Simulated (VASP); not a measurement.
Re: relaxation of cell and atoms with PBE

The system is Re.

```
Re
1.0
     0.00000    1.95778    1.95778
     1.95778    0.00000    1.95778
     1.95778    1.95778    0.00000
Re
1
Direct
  0.00000 0.00000 0.00000
```

```yaml
Program: VASP 6.6.1
Task: relaxation of cell and atoms
Functional: PBE
Potentials_or_basis: VASP PAW PBE potentials, release 64 (Re)
Cutoff: 600 eV
k_mesh: 18 × 18 × 18
Occupations: fermi-dirac, width 0.05 eV
Spin: no spin polarisation
Dipole_correction: no
Further_INCAR_settings: ALGO = Normal; EDIFF = 1e-06; IBRION = 2; EDIFFG = -0.005; NSW = 45; ISIF = 3
```

| Item | Value |
| --- | --- |
| Relaxed volume | 14.99 Å³/atom |
| Relaxed cell | a = 2.767 Å, b = 2.767 Å, c = 2.767 Å, α = 60.00°, β = 60.00°, γ = 60.00° |
| Space group after relaxing (to 0.05 Å) | Fm-3m (No. 225) |
| Energy gained by relaxing | 0.0 meV/atom |
| Ionic steps | 3 |
| Pressure after relaxing | 0.0 GPa |

Final structure:
```
CELL_PARAMETERS angstrom
0.00000 1.95687 1.95687
1.95687 0.00000 1.95687
1.95687 1.95687 0.00000
ATOMIC_POSITIONS crystal
Re 0.00000 0.00000 0.00000
```

Levels at points of the mesh, in eV from the Fermi level:
```csv
k point,band 1,band 2,band 3,band 4,band 5,band 6,band 7
"(0.00, 0.00, 0.00)",-9.99,-1.86,-1.86,-1.86,1.24,1.24,13.90
"(0.50, 0.00, 0.00)",-6.74,-2.06,-2.06,0.20,3.72,3.72,9.71
"(0.50, 0.50, 0.00)",-6.66,-5.81,2.74,3.67,4.44,4.44,12.14
```

Run time: 27 s on 1 thread of Intel(R) Xeon(R) Platinum 8375C CPU @ 2.90GHz (Ice Lake), with other jobs on the host, peak memory 0.16 GiB.

Caveat: spin-orbit coupling is left out, which moves the levels of the heavy elements.
